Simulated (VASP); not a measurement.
# AlN (P6_3mc) in VASP: notebook, part 3 of 3

VASP 6.6.1. The steps go on from the part before.

## Step 5: Electric field gradients, PBEsol (zz strain of +2 %)

Contents of INCAR:

```
SYSTEM = AlN
  PREC = Accurate
  ENCUT = 520
  EDIFF = 1E-8
  ISMEAR = -1
  SIGMA = 0.03
  LREAL = .False.
  LASPH = .True.
  NELM = 100
  ALGO = Normal
  ISIF = 2
  LWAVE = .False.
  LCHARG = .False.
  GGA = PS
  LEFG = .True.
  NBANDS = 16
```

Contents of KPOINTS:

```
Automatic mesh
0
Gamma
  10 10 6
  0 0 0
```

Contents of POSCAR:

```
AlN
1.0
    3.1110021516      0.0000000000      0.0000000000
   -1.5555010758      2.6942068945      0.0000000000
    0.0000000000      0.0000000000      5.0775600000
Al N
2 2
Direct
    0.3333333333      0.6666666667      0.0000000000
    0.6666666667      0.3333333333      0.5000000000
    0.3333333333      0.6666666667      0.3850000000
    0.6666666667      0.3333333333      0.8850000000
```

Potentials or basis: VASP PAW PBE potentials, release 64 (Al, N).

Command:

```console
$ cat potpaw_PBE.64/Al/POTCAR potpaw_PBE.64/N/POTCAR > POTCAR
$ mpirun -np 1 vasp_std > vasp.out
```

OUTCAR:

```text
SYSTEM = AlN
   PREC = Accurate
   ENCUT = 520
   EDIFF = 1E-8
   ISMEAR = -1
   LREAL = .False.
   LASPH = .True.
   NELM = 100
   ISIF = 2
   GGA = PS

 ion  position               nearest neighbor table
   1  0.333  0.667  0.000-   4 1.89   4 1.89   4 1.89   3 1.95   2 3.11   2 3.11   2 3.11   2 3.11
                             2 3.11   2 3.11
   2  0.667  0.333  0.500-   3 1.89   3 1.89   3 1.89   4 1.95   1 3.11   1 3.11   1 3.11   1 3.11
                             1 3.11   1 3.11
   3  0.333  0.667  0.385-   2 1.89   2 1.89   2 1.89   1 1.95
   4  0.667  0.333  0.885-   1 1.89   1 1.89   1 1.89   2 1.95

  LATTYP: Found a hexagonal cell.
 ALAT       =     3.1110021516
 C/A-ratio  =     1.6321300187

  Lattice vectors:

 A1 = (   3.1110021516,   0.0000000000,   0.0000000000)
 A2 = (  -1.5555010758,   2.6942068945,   0.0000000000)
 A3 = (   0.0000000000,   0.0000000000,   5.0775600000)

Analysis of symmetry for initial positions (statically):
=====================================================================
 Subroutine PRICEL returns:
[... 664 lines left out ...]
      1.55550      0.89807      2.53878         0.000000      0.000000      0.361356
     -0.00000      1.79614      1.95486         0.000000      0.000000     -0.361356
      1.55550      0.89807      4.49364        -0.000000     -0.000000     -0.361356
 -----------------------------------------------------------------------------------
    total drift:                               -0.000000      0.000000      0.000806

  FREE ENERGIE OF THE ION-ELECTRON SYSTEM (eV)
  ---------------------------------------------------
  free  energy   TOTEN  =       -31.2846052176 eV

  energy  without entropy=      -31.2846052176  energy(sigma->0) =      -31.28460522

 Electric field gradients (V/A^2)
---------------------------------------------------------------------
 ion       V_xx      V_yy      V_zz      V_xy      V_xz      V_yz
---------------------------------------------------------------------
   1      -6.380    -6.380    12.760     0.000     0.000    -0.000
   2      -6.380    -6.380    12.760     0.000    -0.000     0.000
   3      -2.220    -2.221     4.441    -0.000     0.000    -0.000
   4      -2.220    -2.221     4.441    -0.000    -0.000     0.000
---------------------------------------------------------------------

 Electric field gradients after diagonalization (V/A^2)
 (convention: |V_zz| > |V_xx| > |V_yy|)
----------------------------------------------------------------------
 ion       V_xx      V_yy      V_zz     asymmetry (V_yy - V_xx)/ V_zz
----------------------------------------------------------------------
   1      -6.380    -6.380    12.760       0.000
   2      -6.380    -6.380    12.760       0.000
   3      -2.221    -2.220     4.441       0.000
   4      -2.221    -2.220     4.441       0.000
----------------------------------------------------------------------

           NMR quadrupolar parameters

 Cq : quadrupolar parameter    Cq=e*Q*V_zz/h
 eta: asymmetry parameters     (V_yy - V_xx)/ V_zz
 Q  : nuclear electric quadrupole moment in mb (millibarn)
----------------------------------------------------------------------
 ion       Cq(MHz)       eta       Q (mb)
----------------------------------------------------------------------
   1       0.031       0.000       1.000
   2       0.031       0.000       1.000
   3       0.011       0.000       1.000
   4       0.011       0.000       1.000
----------------------------------------------------------------------
```

Run time: 12 s. Hardware: 1 thread of Intel Xeon 6975P-C (Granite Rapids), shared host; peak memory 0.16 GiB.

Results:

```
Free energy            : -31.2846 eV
Pressure               : -3.0 GPa
Largest force          : 0.361 eV/Å
Band gap on the k mesh : 3.96 eV, direct
```

Forces on the atoms (eV/Å):
```
Al   0.000  0.000  0.361
Al   0.000  0.000  0.361
N    0.000  0.000 -0.361
N    0.000  0.000 -0.361
```

Electric field gradients, principal values (V/Å²):
```tsv
atom	least	middle	greatest (by size)
1 Al	-6.380	-6.380	12.760
2 Al	-6.380	-6.380	12.760
3 N	-2.220	-2.221	4.441
4 N	-2.220	-2.221	4.441
```

Caveat: the cell differs from its parent crystal (zz strain of +2 %); without QUAD_EFG the Cq values of the log hold for a quadrupole moment of 1 mb, not for the nuclei; the PAW data sets were made with another functional, which shifts forces and pressure a little.

## Step 6: The runs side by side

```csv
cell,gap on the mesh (eV),pressure (GPa),largest force (eV/Å)
"a = 3.173, b = 3.173, c = 4.978 Å, angles 90.0, 90.0, 120.0°, 4 atoms",3.70,-7.2,0.02
"a = 3.132, b = 3.132, c = 5.011 Å, angles 90.0, 90.0, 120.0°, 4 atoms",3.92,-3.4,0.18
"a = 3.111, b = 3.111, c = 5.078 Å, angles 90.0, 90.0, 120.0°, 4 atoms",3.96,-3.0,0.36
```

Alike in all rows: task electric field gradients; level PBEsol; potentials or basis VASP PAW PBE potentials, release 64 (Al, N); no spin polarisation; k mesh 10 × 10 × 6; cutoff (eV) 520; smearing fermi-dirac 0.03 eV.

Caveats: the PAW data sets were made with another functional, which shifts forces and pressure a little.

Total energies depend on the potentials used, so only differences within one code and one set of settings carry meaning.
